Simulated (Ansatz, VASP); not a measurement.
**C in VASP and in Ansatz**

File INCAR:

```
ALGO = Normal
EDIFF = 1E-6
ENCUT = 520
GGA = PE
ISIF = 2
ISMEAR = 0
LASPH = True
LCHARG = True
LELF = True
LREAL = False
LVHAR = True
LWAVE = False
NBANDS = 36
NELM = 60
PREC = Accurate
SIGMA = 0.1
```

Contents of KPOINTS:

```
k-points
0
Gamma
  9 9 1
```

The input POSCAR:

```
C
1.0
    2.4562499605      0.0000000000      0.0000000000
   -1.2281249803      2.1271748638      0.0000000000
    0.0000000000      0.0000000000     29.4918787000
C
12
Direct
    0.6666666700      0.3333333300      0.9983718000
    0.6666666700      0.3333333300      0.4983719100
    0.6666666700      0.3333333300      0.7327879500
    0.6666666700      0.3333333300      0.2327903300
    0.0000000000      0.0000000000      0.6158379900
    0.3333333300      0.6666666700      0.2327879500
    0.0000000000      0.0000000000      0.1158379900
    0.6666666700      0.3333333300      0.6158400100
    0.3333333300      0.6666666700      0.7327903300
    0.3333333300      0.6666666700      0.1158400100
    0.3333333300      0.6666666700      0.4983718000
    0.3333333300      0.6666666700      0.9983719100
```

Input for Ansatz:

```yaml
crystal:
  lattice:
    - [2.4562499605, 0.0, 0.0]
    - [-1.2281249803, 2.1271748638, 0.0]
    - [0.0, 0.0, 29.4918787]
  atoms:
    - { symbol: C, position: [0.66666667, 0.33333333, 0.9983718] }
    - { symbol: C, position: [0.66666667, 0.33333333, 0.49837191] }
    - { symbol: C, position: [0.66666667, 0.33333333, 0.73278795] }
    - { symbol: C, position: [0.66666667, 0.33333333, 0.23279033] }
    - { symbol: C, position: [0.0, 0.0, 0.61583799] }
    - { symbol: C, position: [0.33333333, 0.66666667, 0.23278795] }
    - { symbol: C, position: [0.0, 0.0, 0.11583799] }
    - { symbol: C, position: [0.66666667, 0.33333333, 0.61584001] }
    - { symbol: C, position: [0.33333333, 0.66666667, 0.73279033] }
    - { symbol: C, position: [0.33333333, 0.66666667, 0.11584001] }
    - { symbol: C, position: [0.33333333, 0.66666667, 0.4983718] }
    - { symbol: C, position: [0.33333333, 0.66666667, 0.99837191] }
basis:
  ecutwfc: 420
kpoints:
  mp_grid: { grid: [9, 9, 1] }
hamiltonian:
  xc: pbe
scf:
  occupations: { method: gaussian, width: 0.1 }
  lower_state_search: "off"
output:
  forces: true
  stress: true
  eigenvalues: true
```

Alike in both runs: task single point; functional PBE; k mesh 9 × 9 × 1; occupations gaussian, width 0.1 eV; no spin polarisation.

|  | VASP | Ansatz |
| --- | --- | --- |
| version | VASP 6.6.1 | Ansatz 0.2.0 |
| potentials or method | VASP PAW PBE potentials, release 64 (C), cutoff 520 eV | scalar-relativistic, plane waves, PAW |
| valence electrons in the cell | 48 | 48 |

```csv
,VASP,Ansatz,Ansatz less VASP
rms of the force components (eV/Å),0.018,0.018,+0.0001
```

Atom by atom the forces differ by 0.000 eV/Å (rms over components).
